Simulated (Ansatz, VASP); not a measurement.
**One calculation of CsCaF3, two programs**

```
Cs Ca F
1.0
     4.65615    0.00000    0.00000
     0.00000    4.65615    0.00000
     0.00000    0.00000    4.45272
Cs Ca F
1 1 3
Direct
  0.00000 0.00000 0.00000
  0.50000 0.50000 0.50000
  0.00000 0.50000 0.50000
  0.50000 0.00000 0.50000
  0.50000 0.50000 0.00000
```

Change from the starting cell: strain +0.030 along x and y, -0.015 along z, atoms carried along.

Alike in both runs: task single point; functional LDA; k mesh 6 × 6 × 6; occupations gaussian, width 0.05 eV; no spin polarisation.

|  | VASP | Ansatz |
| --- | --- | --- |
| version | VASP 6.6.1 | Ansatz 0.2.0 |
| potentials or method | VASP PAW LDA potentials, release 64 (Cs_sv, Ca_sv, F), cutoff 520 eV | scalar-relativistic, plane waves, PAW |
| valence electrons in the cell | 40 | 40 |

Ansatz gave:

```
gap on the k mesh at the Fermi level (eV)                     : 6.51
least direct gap on the mesh (eV)                             : 6.55
pressure (GPa)                                                : -5.6
traceless stress, the component that is largest in VASP (GPa) : 1.84
```

Problem. What did VASP give for the same quantities?

Solution. gap on the k mesh at the Fermi level (eV): 6.50; least direct gap on the mesh (eV): 6.53; pressure (GPa): -5.5; traceless stress, the component that is largest in VASP (GPa): 1.94.

LDA's correlation is that of Perdew and Zunger in VASP and of Perdew and Wang (1992) in Ansatz.

Spin-orbit coupling is off throughout.
